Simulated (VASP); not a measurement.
## Sb: relaxation of cell and atoms with r2SCAN

Sb:

```
Sb
1.0
     5.07989    0.00000    0.00000
    -2.53995    4.39931    0.00000
     0.00000    0.00000    6.16944
Sb
4
Direct
  0.00000 0.00000 0.25000
  0.00000 0.00000 0.75000
  0.33333 0.66667 0.75000
  0.66667 0.33333 0.25000
```

This isn't the form of Sb at room conditions, which is rhombohedral.

- Program: VASP 6.6.1
- Task: relaxation of cell and atoms
- Functional: r2SCAN
- Potentials or basis: VASP PAW PBE potentials, release 64 (Sb)
- Cutoff: 600 eV
- k mesh: 12 × 12 × 8
- Occupations: gaussian, width 0.1 eV
- Spin: no spin polarisation
- Dipole correction: no
- Further INCAR settings: ALGO = Normal; EDIFF = 1e-06; IBRION = 2; EDIFFG = -0.01; NSW = 100; ISIF = 3

```
Relaxed volume                        : 34.43 Å³/atom
Relaxed cell                          : a = 5.110 Å, b = 5.110 Å, c = 6.090 Å, α = 90.00°, β = 90.00°, γ = 120.00°
Space group after relaxing (to 0.1 Å) : P6_3/mmc (No. 194)
Energy gained by relaxing             : 1.5 meV/atom
Ionic steps                           : 4
Pressure after relaxing               : 0.0 GPa
Band gap on the k mesh                : zero (bands 10 and 11 overlap by 0.80 eV)
```

The path:
| step | energy change (eV) | largest force (eV/Å) | pressure (GPa) | volume (Å³) |
| --- | --- | --- | --- | --- |
| 1 | 0.0000 | 0.0000 | 0.17 | 137.87 |
| 2 | -0.0048 | 0.0000 | -0.22 | 138.62 |
| 3 | -0.0048 | 0.0000 | -0.28 | 138.73 |
| 4 | -0.0061 | 0.0000 | -0.03 | 137.71 |

Final structure:
```
Sb
1.0
     5.10990    0.00000    0.00000
    -2.55495    4.42530    0.00000
     0.00000    0.00000    6.09000
Sb
4
Direct
  0.00000 0.00000 0.25000
  0.00000 0.00000 0.75000
  0.33333 0.66667 0.75000
  0.66667 0.33333 0.25000
```

Levels at points of the mesh, in eV from the Fermi level:
```
           k point  band 8  band 9  band 10  band 11  band 12  band 13
(0.00, 0.00, 0.00)   -2.42   -2.42     0.03     1.12     1.14     1.14
(0.50, 0.00, 0.00)   -1.60   -1.58    -1.07     0.14     3.44     3.46
(0.00, 0.00, 0.50)   -2.91   -1.65    -1.65     1.06     1.06     1.06
(0.50, 0.00, 0.50)   -2.37   -0.51    -0.51     1.22     1.22     3.50
```

It took 12 min on 4 MPI ranks on Oxide Virtual Turin-like Processor, with other jobs on the host, peak memory 0.43 GiB a rank.

Caveat: the PAW data sets were made with another functional, which shifts forces and pressure a little; spin-orbit coupling is left out, which moves the levels of the heavy elements.
